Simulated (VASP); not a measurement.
Set up this calculation in VASP 6.6.1, as the native input.

| Property | Result |
| --- | --- |
| Task | relaxation of shape and atoms at fixed volume |
| Functional | PBE |
| Potentials or basis | VASP PAW PBE potentials, release 64 (Ni, Si) |
| Cutoff | 600 eV |
| k mesh | 14 × 14 × 13 |
| Occupations | fermi-dirac, width 0.1 eV |
| Spin | no spin polarisation |
| Dipole correction | no |
| Further INCAR settings | ALGO = Normal; EDIFF = 1e-06; IBRION = 2; EDIFFG = -0.005; NSW = 50; ISIF = 4 |

The structure of SiNi (WC type) lies in POSCAR:

```
SiNi
1.0
    2.8566356323      0.0000000000      0.0000000000
   -1.4283178161      2.4739190269      0.0000000000
    0.0000000000      0.0000000000      2.0380228951
Ni Si
1 1
Direct
    0.0000000000      0.0000000000      0.0000000000
    0.3333333333      0.6666666667      0.5000000000
```

One way to write it, as run:

INCAR

```
SYSTEM = SiNi
ALGO     = Normal         ! electronic algorithm
EDIFF    = 1E-6           ! SCF threshold, eV
EDIFFG   = -0.005         ! ionic threshold
ENCUT    = 600            ! plane-wave cutoff, eV
GGA      = PE             ! functional
IBRION   = 2              ! ionic algorithm
ISIF     = 4              ! what is computed and relaxed
ISMEAR   = -1             ! smearing method
LASPH    = .True.         ! aspherical terms in the spheres
LCHARG   = .False.        ! write CHGCAR
LREAL    = .False.        ! projectors in reciprocal space
LWAVE    = .False.        ! write WAVECAR
NELM     = 100            ! most SCF steps
NSW      = 50             ! ionic steps
PREC     = Accurate       ! precision mode
SIGMA    = 0.1            ! smearing width, eV
```

KPOINTS

```
k-points
0
Gamma
  14 14 13
  0 0 0
```

Potentials or basis: VASP PAW PBE potentials, release 64 (Ni, Si).

Launch:

```console
$ cat potpaw_PBE.64/Ni/POTCAR potpaw_PBE.64/Si/POTCAR > POTCAR
$ mpirun -np 1 vasp_std > vasp.out
```

It gave:

```json
{
 "Energy gained by relaxing": "1593.8 meV/atom",
 "Ionic steps": "15",
 "Pressure after relaxing": "243.1 GPa",
 "Band gap on the k mesh": "zero (band 7 reaches 21.31 eV, above the bottom of band 8 at 20.07 eV)"
}
```

It used 140 s of CPU time on 1 thread of AMD EPYC 7R13 Processor (Zen 3), with other jobs on the host.
